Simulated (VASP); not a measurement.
Here is a VASP 6.6.1 calculation.

File INCAR:

```
PREC = Accurate ; ENCUT = 520
EDIFF = 1E-6 ; ISMEAR = 0
SIGMA = 0.1 ; LREAL = F
LASPH = T ; NELM = 80
ALGO = Fast ; ISIF = 2
LWAVE = F ; LCHARG = F
GGA = PS ; NBANDS = 20
```

File KPOINTS:

```
Automatic mesh
0
Gamma
  6 6 6
```

The input POSCAR:

```
K
1.0
    2.3247910034      1.3422187116     11.2524894366
   -2.3247910034      1.3422187116     11.2524894366
    0.0000000000     -2.6844374232     11.2524894366
K
3
Direct
    0.0000000000      0.0000000000      0.0000000000
    0.7777759125      0.7777759125      0.7777759125
    0.2222240875      0.2222240875      0.2222240875
```

Potentials or basis: VASP PAW PBE potentials, release 64 (K_sv).

Command:

```sh
$ cat potpaw_PBE.64/K_sv/POTCAR > POTCAR
$ mpirun -np 1 vasp_std > vasp.out
```

What does it give for the band gap on the k mesh?

Zero (an odd number of electrons rules out a gap without spin polarisation).

What does it give for the pressure?

0.0 GPa.

Caveat: the PAW data sets were made with another functional, which shifts forces and pressure a little.
